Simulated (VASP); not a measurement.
A run of VASP 6.6.1:

INCAR

```
SYSTEM = Hf
PREC     = Accurate       ! precision mode
ENCUT    = 520            ! plane-wave cutoff, eV
EDIFF    = 1E-6           ! SCF threshold, eV
ISMEAR   = 0              ! smearing method
SIGMA    = 0.15           ! smearing width, eV
LREAL    = .False.        ! projectors in reciprocal space
LASPH    = .True.         ! aspherical terms in the spheres
NELM     = 60             ! most SCF steps
ALGO     = Fast           ! electronic algorithm
ISIF     = 2              ! what is computed and relaxed
LWAVE    = .False.        ! write WAVECAR
LCHARG   = .True.         ! write CHGCAR
GGA      = PS             ! functional
LELF     = .True.         ! ELF
LVHAR    = .True.       
NBANDS   = 11             ! bands
```

The input KPOINTS:

```
Automatic mesh
0
Gamma
  18 18 18
  0 0 0
```

Contents of POSCAR:

```
Hf
1.0
   -1.7237750000      1.8050000000      1.8050000000
    1.7237750000     -1.8050000000      1.8050000000
    1.7237750000      1.8050000000     -1.8050000000
Hf
1
Direct
    0.0000000000      0.0000000000      0.0000000000
```

Potentials or basis: VASP PAW PBE potentials, release 64 (Hf_pv).

Run with:

```sh
$ cat potpaw_PBE.64/Hf_pv/POTCAR > POTCAR
$ mpirun -np 1 vasp_std > vasp.out
```

Hardware: 1 thread of AMD EPYC 9R45 96-Core Processor (Zen 5), on a shared host.

Question: Estimate the wall time of this run.

Answer: It took 63 s on 1 thread of AMD EPYC 9R45 96-Core Processor (Zen 5), on a shared host, peak memory 0.2 GiB. Counts: scf iterations 13, k points 480.
